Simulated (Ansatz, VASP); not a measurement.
## Cd: VASP beside Ansatz

```
Cd
1.0
     2.93021    0.00000    0.00000
    -1.46510    2.53763    0.00000
     0.00000    0.00000    5.72756
Cd
2
Direct
  0.33333 0.66667 0.25000
  0.66667 0.33333 0.75000
```

Alike in both runs: task single point; functional PBEsol; k mesh 14 × 14 × 6; occupations fermi-dirac, width 0.05 eV; no spin polarisation.

```csv
,VASP,Ansatz
version,VASP 6.6.1,Ansatz 0.2.0
potentials or method,"VASP PAW PBE potentials, release 64 (Cd), cutoff 520 eV","all-electron LAPW, scalar-relativistic"
```

```tsv
	VASP	Ansatz	Ansatz less VASP
pressure (GPa)	0.4	0.0	-0.39
traceless stress, the component that is largest in VASP (GPa)	-0.18	0.00	+0.181
```

VASP's potentials were made for PBE, not for PBEsol. Ansatz ran all-electron here, and VASP with PAW potentials. Ansatz's warnings: optics on partly filled bands.
